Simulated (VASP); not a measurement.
A run of VASP 6.6.1:

The input INCAR:

```
ALGO = Normal ; EDIFF = 1E-6
ENCUT = 500 ; GGA = PE
GGA_COMPAT = F ; ISIF = 2
ISMEAR = 0 ; ISPIN = 2
LASPH = T ; LCHARG = T
LDAU = T ; LDAUJ = 0 0
LDAUL = -1 2 ; LDAUPRINT = 1
LDAUTYPE = 2 ; LDAUU = 0 4
LELF = T ; LMAXMIX = 4
LORBIT = 11 ; LREAL = F
LVHAR = T ; LWAVE = F
MAGMOM = 0 0 0 0 2.2 -2.2 ; NBANDS = 39
NELM = 200 ; PREC = Accurate
SIGMA = 0.05
```

Contents of KPOINTS:

```
k-points
0
Gamma
  6 6 2
```

POSCAR

```
Te2Mo
1.0
    3.5181997400      0.0000000000      0.0000000000
   -1.7590998700      3.0468503500      0.0000000000
    0.0000000000      0.0000000000     13.9735999500
Te Mo
4 2
Direct
    0.3333333333      0.6666666667      0.6210000000
    0.6666666667      0.3333333333      0.1210000000
    0.3333333333      0.6666666667      0.8790000000
    0.6666666667      0.3333333333      0.3790000000
    0.3333333333      0.6666666667      0.2500000000
    0.6666666667      0.3333333333      0.7500000000
```

Potentials or basis: VASP PAW PBE potentials, release 64 (Te, Mo_sv).

Run with:

```sh
$ cat potpaw_PBE.64/Te/POTCAR potpaw_PBE.64/Mo_sv/POTCAR > POTCAR
$ mpirun -np 1 vasp_std > vasp.out
```

Hardware: 1 thread of Oxide Virtual Turin-like Processor, on a shared host.

How long does it take, and how much memory?

Wall time 6.7 min on 1 thread of Oxide Virtual Turin-like Processor (shared host), peak memory 0.37 GiB. Counts: scf iterations 16, k points 14.
